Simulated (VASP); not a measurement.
# AlNi in VASP: notebook, part 2 of 2

VASP 6.6.1. Earlier steps stand in the parts before.

### Step 3. Relaxation of the atoms, PBEsol

This run uses another cell than the first one: it holds 8 atoms, not 6.

File INCAR:

```
ALGO = Normal
DIPOL = 0.5 0.5 0.500
EDIFF = 1E-7
EDIFFG = -0.02
ENCUT = 520
GGA = PS
IBRION = 2
IDIPOL = 3
ISIF = 2
ISMEAR = 0
LASPH = True
LCHARG = False
LDIPOL = True
LREAL = False
LWAVE = False
NELM = 100
NSW = 80
PREC = Accurate
SIGMA = 0.1
```

File KPOINTS:

```
k-points
0
Gamma
  12 12 1
```

File POSCAR:

```
AlNi
1.0
    2.8621655562      0.0000000000      0.0000000000
    0.0000000000      2.8621655562      0.0000000000
    0.0000000000      0.0000000000     25.0175794467
Ni Al
4 4
Direct
    0.5000000000      0.5000000000      0.2997891949
    0.5000000000      0.5000000000      0.4141953692
    0.5000000000      0.5000000000      0.5286015436
    0.5000000000      0.5000000000      0.6430077179
    0.0000000000      0.0000000000      0.3569922821
    0.0000000000      0.0000000000      0.4713984564
    0.0000000000      0.0000000000      0.5858046308
    0.0000000000      0.0000000000      0.7002108051
```

Potentials or basis: VASP PAW PBE potentials, release 64 (Ni, Al).

On the command line:

```console
cat potpaw_PBE.64/Ni/POTCAR potpaw_PBE.64/Al/POTCAR > POTCAR
mpirun -np 1 vasp_std > vasp.out
```

OUTCAR:

```text
EDIFF = 1E-7
   EDIFFG = -0.02
   ENCUT = 520
   GGA = PS
   IBRION = 2
   ISIF = 2
   ISMEAR = 0
   LASPH = True
   LREAL = False
   NELM = 100
   NSW = 80
   PREC = Accurate

 ion  position               nearest neighbor table
   1  0.500  0.500  0.300-   5 2.48   5 2.48   5 2.48   5 2.48   2 2.86
   2  0.500  0.500  0.414-   5 2.48   5 2.48   5 2.48   5 2.48   6 2.48   6 2.48   6 2.48   6 2.48
                             1 2.86   3 2.86
   3  0.500  0.500  0.529-   6 2.48   6 2.48   6 2.48   6 2.48   7 2.48   7 2.48   7 2.48   7 2.48
                             4 2.86   2 2.86
   4  0.500  0.500  0.643-   7 2.48   7 2.48   7 2.48   7 2.48   8 2.48   8 2.48   8 2.48   8 2.48
                             3 2.86
   5  0.000  0.000  0.357-   2 2.48   2 2.48   2 2.48   2 2.48   1 2.48   1 2.48   1 2.48   1 2.48
                             6 2.86
   6  0.000  0.000  0.471-   3 2.48   3 2.48   3 2.48   3 2.48   2 2.48   2 2.48   2 2.48   2 2.48
[... 472 lines left out ...]
 cond. band min:       2.3642074723   @ k =   0.5000   0.2500   0.0000
 fundamental gap:      0.0257039133
 Fermi energy:         2.3392670425

 k-point     1 :       0.0000    0.0000    0.0000
  band No.  band energies     occupation
      1      -8.6752      2.00000
      2      -7.9129      2.00000
      3      -6.7448      2.00000
      4      -5.2282      2.00000
      5      -3.4220      2.00000
      6      -1.9113      2.00000
[... 805 lines left out ...]
     30       4.9691      0.00000
     31       5.3379      0.00000

 [... further k-points ...]

------------------------ aborting loop because EDIFF is reached ----------------------------------------

 vacuum level on the upper side and lower side of the slab       (xc-potential included)        -0.427         0.364

  FORCE on cell =-STRESS in cart. coord.  units (eV):
  Direction    XX          YY          ZZ          XY          YZ          ZX
  --------------------------------------------------------------------------------------
  -------------------------------------------------------------------------------------
  Total       -2.3490797     -2.3490797     -0.1941216      0.0000000      0.0000000      0.0000000
  in kB      -18.3642645    -18.3642645     -1.5175734      0.0000000      0.0000000      0.0000000
  external PRESSURE =     -12.7487008 kB  Pullay stress =       0.0000000 kB
[... 23 lines left out ...]
  FREE ENERGIE OF THE ION-ELECTRON SYSTEM (eV)
  ---------------------------------------------------
  free  energy   TOTEN  =       -43.6869007178 eV

  energy  without entropy=      -43.6629202304  energy(sigma->0) =      -43.67491047

 reached required accuracy - stopping structural energy minimisation

 vacuum level on the upper side and lower side of the slab         6.311         7.116
```

OSZICAR:

```text
N       E                     dE             d eps       ncg     rms          rms(c)
DAV:   1     0.335282503979E+03    0.33528E+03   -0.21951E+04  1736   0.160E+03
[... 127 lines left out ...]
DAV:   5    -0.436869256182E+02   -0.11112E-04   -0.21156E-04  2659   0.241E-01    0.515E-02
DAV:   6    -0.436869221535E+02    0.34647E-05   -0.14400E-04  2495   0.239E-01    0.362E-02
DAV:   7    -0.436869153784E+02    0.67751E-05   -0.29292E-04  2939   0.186E-01    0.290E-02
DAV:   8    -0.436869019372E+02    0.13441E-04   -0.82756E-05  2673   0.744E-02    0.920E-03
DAV:   9    -0.436869008506E+02    0.10866E-05   -0.10079E-05  2337   0.301E-02    0.396E-03
DAV:  10    -0.436869006724E+02    0.17822E-06   -0.16238E-06  2123   0.136E-02    0.243E-03
DAV:  11    -0.436869007178E+02   -0.45438E-07   -0.58143E-07  1615   0.121E-02
   7 F= -.43686901E+02 E0= -.43674910E+02  d E =-.263070E-03
```

CONTCAR:

```text
AlNi
   1.00000000000000
     2.8621655561999999    0.0000000000000000    0.0000000000000000
     0.0000000000000000    2.8621655561999999    0.0000000000000000
     0.0000000000000000    0.0000000000000000   25.0175794467000010
  Ni              Al
     4     4
Direct
     0.5000000000000000    0.5000000000000000    0.3029800511888076
     0.5000000000000000    0.5000000000000000    0.4150694661428244
     0.5000000000000000    0.5000000000000000    0.5278727993476384
     0.5000000000000000    0.5000000000000000    0.6450538483479582
     1.0000000000000000    1.0000000000000000    0.3539197512431226
     1.0000000000000000    1.0000000000000000    0.4706103069824540
     1.0000000000000000    1.0000000000000000    0.5856658537356830
     1.0000000000000000    1.0000000000000000    0.6988279230115115

  0.00000000E+00  0.00000000E+00  0.00000000E+00
  0.00000000E+00  0.00000000E+00  0.00000000E+00
  0.00000000E+00  0.00000000E+00  0.00000000E+00
  0.00000000E+00  0.00000000E+00  0.00000000E+00
  0.00000000E+00  0.00000000E+00  0.00000000E+00
  0.00000000E+00  0.00000000E+00  0.00000000E+00
  0.00000000E+00  0.00000000E+00  0.00000000E+00
  0.00000000E+00  0.00000000E+00  0.00000000E+00
```

Run time: 52 min. Hardware: 1 thread of Intel Xeon 8259CL, shared host; peak memory 0.43 GiB.

What came out:

```yaml
Free_energy: -43.6869 eV
Energy_gained_by_relaxing: 11.0 meV/atom
Ionic_steps: 7
Largest_force_after_relaxing: 0.018 eV/Å
Band_gap_on_the_k_mesh: zero (bands 26 and 27 overlap by 1.26 eV)
```

Forces in eV/Å, atoms in the order of the input:
```
Ni   0.000  0.000  0.018
Ni   0.000  0.000  0.004
Ni   0.000  0.000 -0.017
Ni   0.000  0.000 -0.017
Al   0.000  0.000  0.013
Al   0.000  0.000 -0.002
Al   0.000  0.000 -0.006
Al   0.000  0.000  0.007
```

The path:
```csv
step,energy change (eV),largest force (eV/Å),pressure (GPa)
1,0.0000,1.0129,-1.94
2,-0.0661,0.4117,-1.73
3,-0.0830,0.1402,-1.46
4,-0.0830,0.1435,-1.48
5,-0.0855,0.0875,-1.43
6,-0.0874,0.0518,-1.29
7,-0.0877,0.0182,-1.27
```

Final structure:
```cif
data_structure
_symmetry_space_group_name_H-M 'P 1'
_symmetry_Int_Tables_number 1
_cell_length_a 2.8622
_cell_length_b 2.8622
_cell_length_c 25.0176
_cell_angle_alpha 90.000
_cell_angle_beta 90.000
_cell_angle_gamma 90.000
_cell_volume 204.94
loop_
_atom_site_label
_atom_site_type_symbol
_atom_site_fract_x
_atom_site_fract_y
_atom_site_fract_z
_atom_site_occupancy
Ni1 Ni 0.50000 0.50000 0.30298 1
Ni2 Ni 0.50000 0.50000 0.41507 1
Ni3 Ni 0.50000 0.50000 0.52787 1
Ni4 Ni 0.50000 0.50000 0.64505 1
Al1 Al 0.00000 0.00000 0.35392 1
Al2 Al 0.00000 0.00000 0.47061 1
Al3 Al 0.00000 0.00000 0.58567 1
Al4 Al 0.00000 0.00000 0.69883 1
```

Levels at points of the mesh, in eV from the Fermi level:
| k point | band 23 | band 24 | band 25 | band 26 | band 27 | band 28 | band 29 | band 30 |
| --- | --- | --- | --- | --- | --- | --- | --- | --- |
| (0.00, 0.00, 0.00) | -1.00 | -0.87 | -0.75 | -0.65 | 0.27 | 1.86 | 3.56 | 4.22 |
| (0.50, 0.00, 0.00) | -0.96 | -0.92 | -0.91 | -0.78 | -0.67 | -0.25 | -0.03 | 1.86 |
| (0.50, 0.50, 0.00) | -0.64 | -0.32 | 0.59 | 0.59 | 1.51 | 1.69 | 2.08 | 2.17 |

Caveat: the PAW data sets were made with another functional, which shifts forces and pressure a little. Spin polarisation is off, so any magnetic state and its effect on volume and gap are missing.

### Step 4. Single point, PBEsol

File INCAR:

```
SYSTEM = AlNi
PREC = Accurate
ENCUT = 520
EDIFF = 1E-7
ISMEAR = 0
SIGMA = 0.1
LREAL = .False.
LASPH = .True.
NELM = 80
ALGO = Normal
ISIF = 2
LWAVE = .False.
LCHARG = .True.
LDIPOL = .True.
IDIPOL = 3
DIPOL = 0.5 0.5 0.500
GGA = PS
LELF = .True.
LVHAR = .True.
LVACPOTAV = .True.
NBANDS = 28
```

File KPOINTS:

```
Automatic mesh
0
Gamma
  10 10 1
  0 0 0
```

File POSCAR:

```
AlNi
1.0
    2.8621655520      0.0000000000      0.0000000000
    0.0000000000      2.8621655520      0.0000000000
    0.0000000000      0.0000000000     24.1554138800
Ni Al
3 3
Direct
    0.5000000000      0.5000000000      0.3518879884
    0.5000000000      0.5000000000      0.4703775977
    0.5000000000      0.5000000000      0.5913243607
    0.0000000000      0.0000000000      0.4111327931
    0.0000000000      0.0000000000      0.5297547601
    0.0000000000      0.0000000000      0.6469358377
```

On the command line:

```console
cat potpaw_PBE.64/Ni/POTCAR potpaw_PBE.64/Al/POTCAR > POTCAR
mpirun -np 1 vasp_std > vasp.out
```

It took 2.3 min on 1 thread of Intel Xeon 6975P-C (Granite Rapids), shared host; peak memory 0.35 GiB.

Results (log left out):

```
Free energy            : -32.0405 eV
Largest force          : 0.976 eV/Å
Band gap on the k mesh : zero (an odd number of electrons rules out a gap without spin polarisation)
```

Forces on the atoms (eV/Å):
```
Ni   0.000  0.000  0.734
Ni   0.000  0.000  0.239
Ni   0.000  0.000 -0.006
Al   0.000  0.000 -0.976
Al   0.000  0.000 -0.018
Al   0.000  0.000  0.026
```

Levels at points of the mesh, in eV from the Fermi level:
| k point | band 17 | band 18 | band 19 | band 20 | band 21 | band 22 |
| --- | --- | --- | --- | --- | --- | --- |
| (0.00, 0.00, 0.00) | -0.88 | -0.83 | -0.60 | -0.54 | 0.95 | 3.04 |
| (0.50, 0.00, 0.00) | -0.87 | -0.77 | -0.74 | -0.72 | -0.20 | 0.00 |
| (0.50, 0.50, 0.00) | -0.15 | -0.02 | -0.02 | 1.56 | 2.06 | 2.20 |

Caveat: the PAW data sets were made with another functional, which shifts forces and pressure a little.
